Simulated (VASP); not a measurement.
# NaCl (F-43m) in VASP: a series of runs

The runs below take NaCl through single point, with PBE.

Everything below comes from runs of VASP 6.6.1. Logs are shortened: lines on timing, memory, paths and dates and some standing lists are left out, and cuts for length are marked.

## (1) The cell of the first run

It takes space group F-43m (No. 216, cubic). The conventional cell has a = 6.125 Å, b = 6.125 Å, c = 6.125 Å, α = 90.00°, β = 90.00°, γ = 90.00°. Na (site symmetry -43m) has 4 Cl at 2.65 Å within 3.5 Å. Cl (site symmetry -43m) has 4 Na at 2.65 Å within 3.5 Å.

## (2) Single point, PBE (volume changed by -6%)

Input file INCAR:

```
SYSTEM = NaCl
PREC     = Accurate       ! precision mode
ENCUT    = 520            ! plane-wave cutoff, eV
EDIFF    = 1E-6           ! SCF threshold, eV
ISMEAR   = 0              ! smearing method
SIGMA    = 0.01           ! smearing width, eV
LREAL    = .False.        ! projectors in reciprocal space
LASPH    = .True.         ! aspherical terms in the spheres
NELM     = 60             ! most SCF steps
ALGO     = Normal         ! electronic algorithm
ISIF     = 2              ! what is computed and relaxed
LWAVE    = .False.        ! write WAVECAR
LCHARG   = .False.        ! write CHGCAR
GGA      = PE             ! functional
NBANDS   = 14             ! bands
```

Input file KPOINTS:

```
Automatic mesh
0
Gamma
  6 6 6
  0 0 0
```

Input file POSCAR:

```
NaCl
1.0
    0.0000000000      3.0626555903      3.0626555903
    3.0626555903      0.0000000000      3.0626555903
    3.0626555903      3.0626555903      0.0000000000
Na Cl
1 1
Direct
    0.0000000000      0.0000000000      0.0000000000
    0.2500000000      0.2500000000      0.2500000000
```

Potentials or basis: VASP PAW PBE potentials, release 64 (Na_pv, Cl).

On the command line:

```bash
$ cat potpaw_PBE.64/Na_pv/POTCAR potpaw_PBE.64/Cl/POTCAR > POTCAR
$ mpirun -np 1 vasp_std > vasp.out
```

OUTCAR:

```text
SYSTEM = NaCl
   PREC = Accurate
   ENCUT = 520
   EDIFF = 1E-6
   ISMEAR = 0
   LREAL = .False.
   LASPH = .True.
   NELM = 60
   ISIF = 2
   GGA = PE

 ion  position               nearest neighbor table
   1  0.000  0.000  0.000-   2 2.65   2 2.65   2 2.65   2 2.65
   2  0.250  0.250  0.250-   1 2.65   1 2.65   1 2.65   1 2.65

  LATTYP: Found a face centered cubic cell.
 ALAT       =     6.1253111806

  Lattice vectors:

 A1 = (   0.0000000000,   3.0626555903,   3.0626555903)
 A2 = (   3.0626555903,   0.0000000000,   3.0626555903)
 A3 = (   3.0626555903,   3.0626555903,   0.0000000000)

Analysis of symmetry for initial positions (statically):
=====================================================================
 Subroutine PRICEL returns:
 Original cell was already a primitive cell.

 Routine SETGRP: Setting up the symmetry group for a
 face centered cubic supercell.

 Subroutine GETGRP returns: Found 24 space group operations
 (whereof 24 operations were pure point group operations)
 out of a pool of 48 trial point group operations.

The static configuration has the point symmetry T_d .

Analysis of symmetry for dynamics (positions and initial velocities):
=====================================================================
 Subroutine PRICEL returns:
 Original cell was already a primitive cell.

 Routine SETGRP: Setting up the symmetry group for a
 face centered cubic supercell.

 Subroutine GETGRP returns: Found 24 space group operations
 (whereof 24 operations were pure point group operations)
 out of a pool of 48 trial point group operations.

The dynamic configuration has the point symmetry T_d .

 Subroutine INISYM returns: Found 24 space group operations
 (whereof 24 operations are pure point group operations),
 and found     1 'primitive' translations

----------------------------------------------------------------------------------------

                                     Primitive cell

  volume of cell :      57.4546

  direct lattice vectors                    reciprocal lattice vectors
     0.000000000  3.062655590  3.062655590    -0.163257012  0.163257012  0.163257012
     3.062655590  0.000000000  3.062655590     0.163257012 -0.163257012  0.163257012
     3.062655590  3.062655590  0.000000000     0.163257012  0.163257012 -0.163257012

  length of vectors
     4.331249073  4.331249073  4.331249073     0.282769439  0.282769439  0.282769439

  position of ions in fractional coordinates (direct lattice)
     0.000000000  0.000000000  0.000000000
[... 79 lines left out ...]
   PSTRESS=    0.0 pullay stress
   NELECT =      14.0000    total number of electrons
   NUPDOWN=      -1.0000    fix difference up-down
   EMIN   =  10.00;   EMAX   =-10.00  energy-range for DOS
   EFERMI =   0.00;   METHOD = LEGACY
   ISMEAR =     0;   SIGMA  =   0.01  broadening in eV -4-tet -1-fermi 0-gaus
   EFERMI_NEDOS =   21; number of points for ismear=-14 and -15
   IALGO  =     38    algorithm
   IMIX   =      4    mixing-type and parameters
     AMIX     =   0.40;   BMIX     =  1.00
     AMIX_MAG =   1.60;   BMIX_MAG =  1.00
  volume/ion in A,a.u.               =      28.73       193.86
  Fermi-wavevector in a.u.,A,eV,Ry     =   1.022530  1.932301 14.225808  1.045567
  Thomas-Fermi vector in A             =   2.156214
   LORBIT       =      0    0 simple, 1 ext, 2 COOP (PROOUT), +10 PAW based schemes
   GGA     = PE    functional components
   LHFCALC =     F    Hartree Fock is set to
   AEXX    =    0.0000 exact exchange contribution
   IVDW    =     0    specifies the selected vdW correction
   LEPSILON=     F    determine dielectric tensor
   LRPA    =     F    only Hartree local field effects (RPA)
 non-spin polarized calculation
 Gauss-broadening in eV      SIGMA  =   0.01
  energy-cutoff  :      520.00
  volume of cell :       57.45
 maximum number of plane-waves:      1572
   NGX = 17   NGY = 17   NGZ = 17

 number of electron      13.9999996 magnetization

 Free energy of the ion-electron system (eV)
  ---------------------------------------------------
  ext. energy  EPLUGINS =         0.00000000
  ---------------------------------------------------
  free energy    TOTEN  =        -6.62925211 eV

  energy without entropy =       -6.62925211  energy(sigma->0) =       -6.62925211

 E-fermi :  -2.2616     XC(G=0):  -6.9463

 val. band max:       -2.3067320658   @ k =   0.0000   0.0000   0.0000
 cond. band min:       2.6926833920   @ k =   0.0000   0.0000   0.0000
 fundamental gap:      4.9994154578
 Fermi energy:        -2.2615805350

 k-point     1 :       0.0000    0.0000    0.0000
  band No.  band energies     occupation
      1     -22.8470      2.00000
      2     -22.8469      2.00000
      3     -22.8469      2.00000
      4     -14.4535      2.00000
      5      -2.3067      2.00000
      6      -2.3067      2.00000
      7      -2.3067      2.00000
      8       2.6927      0.00000
      9       8.9953      0.00000
     10       8.9953      0.00000
     11       8.9953      0.00000
     12      10.7633      0.00000
     13      10.7633      0.00000
     14      13.2919      0.00000
[... 241 lines left out ...]
      1     -22.8631      2.00000
      2     -22.8527      2.00000
      3     -22.8513      2.00000
      4     -14.2458      2.00000
      5      -3.1518      2.00000
      6      -2.8041      2.00000
      7      -2.6528      2.00000
      8       5.3132      0.00000
      9       7.1511      0.00000
     10       8.1185      0.00000
     11       8.9774      0.00000
     12      11.5378      0.00000
     13      12.7182      0.00000
     14      13.0747      0.00000

------------------------ aborting loop because EDIFF is reached ----------------------------------------

  FORCE on cell =-STRESS in cart. coord.  units (eV):
  Direction    XX          YY          ZZ          XY          YZ          ZX
  --------------------------------------------------------------------------------------
  -------------------------------------------------------------------------------------
  Total        0.4283115      0.4283115      0.4283115      0.0000000     -0.0000000      0.0000000
  in kB       11.9438911     11.9438911     11.9438911      0.0000000     -0.0000000      0.0000000
  external PRESSURE =      11.9438911 kB  Pullay stress =       0.0000000 kB

 VOLUME and BASIS-vectors are now :
 -----------------------------------------------------------------------------
  energy-cutoff  :      520.00
  volume of cell :       57.45
      direct lattice vectors                 reciprocal lattice vectors
     0.000000000  3.062655590  3.062655590    -0.163257012  0.163257012  0.163257012
     3.062655590  0.000000000  3.062655590     0.163257012 -0.163257012  0.163257012
     3.062655590  3.062655590  0.000000000     0.163257012  0.163257012 -0.163257012

 POSITION                                       TOTAL-FORCE (eV/Angst)
 -----------------------------------------------------------------------------------
      0.00000      0.00000      0.00000         0.000000      0.000000      0.000000
      1.53133      1.53133      1.53133        -0.000000     -0.000000     -0.000000
 -----------------------------------------------------------------------------------
    total drift:                                0.000002      0.000002      0.000002

  FREE ENERGIE OF THE ION-ELECTRON SYSTEM (eV)
  ---------------------------------------------------
  free  energy   TOTEN  =        -6.6292521056 eV

  energy  without entropy=       -6.6292521056  energy(sigma->0) =       -6.62925211
```

stdout:

```text
POSCAR found type information on POSCAR NaCl
 POSCAR found :  2 types and       2 ions
 scaLAPACK will be used
 LDA part: xc-table for (Slater+PW92), standard interpolation
 POSCAR, INCAR and KPOINTS ok, starting setup
 FFT: planning ... GRIDC
 FFT: planning ... GRID_SOFT
 FFT: planning ... GRID
 WAVECAR not read
 entering main loop
```

It took 7.4 s on 1 thread of AMD EPYC 7R13 (Zen 3), shared host; peak memory 0.14 GiB.

Results:

- Free energy: -6.6293 eV
- Pressure: 1.2 GPa
- Band gap on the k mesh: 5.00 eV, direct

## (3) Single point, PBE (volume changed by -3%)

Input file INCAR:

```
ALGO = Normal ; EDIFF = 1E-6
ENCUT = 520 ; GGA = PE
ISIF = 2 ; ISMEAR = 0
LASPH = T ; LCHARG = T
LELF = T ; LREAL = F
LVHAR = T ; LWAVE = F
NBANDS = 14 ; NELM = 80
PREC = Accurate ; SIGMA = 0.01
```

Input file KPOINTS:

```
k-points
0
Gamma
  6 6 6
```

Input file POSCAR:

```
NaCl
1.0
    0.0000000000      3.0948964395      3.0948964395
    3.0948964395      0.0000000000      3.0948964395
    3.0948964395      3.0948964395      0.0000000000
Na Cl
1 1
Direct
    0.0000000000      0.0000000000      0.0000000000
    0.2500000000      0.2500000000      0.2500000000
```

Potentials or basis: VASP PAW PBE potentials, release 64 (Na_pv, Cl).

On the command line:

```bash
$ cat potpaw_PBE.64/Na_pv/POTCAR potpaw_PBE.64/Cl/POTCAR > POTCAR
$ mpirun -np 1 vasp_std > vasp.out
```

Wall time 14 s (1 thread of AMD EPYC 7R13 (Zen 3), shared host); peak memory 0.16 GiB.

It converged, with:

```yaml
Free_energy: -6.6395 eV
Pressure: 0.5 GPa
Band_gap_on_the_k_mesh: 4.92 eV, direct
```

Levels at points of the mesh, in eV from the valence-band top:
| k point | band 3 | band 4 | band 5 | band 6 | band 7 | band 8 | band 9 | band 10 | band 11 | band 12 |
| --- | --- | --- | --- | --- | --- | --- | --- | --- | --- | --- |
| (0.00, 0.00, 0.00) | -20.62 | -12.11 | 0.00 | 0.00 | 0.00 | 4.92 | 11.20 | 11.20 | 11.20 | 12.98 |
| (0.50, 0.00, 0.00) | -20.62 | -11.97 | -1.05 | -0.09 | -0.09 | 7.55 | 8.88 | 10.64 | 10.64 | 14.31 |
| (0.50, 0.50, 0.00) | -20.62 | -11.92 | -0.95 | -0.30 | -0.30 | 7.04 | 9.06 | 10.56 | 13.12 | 13.12 |
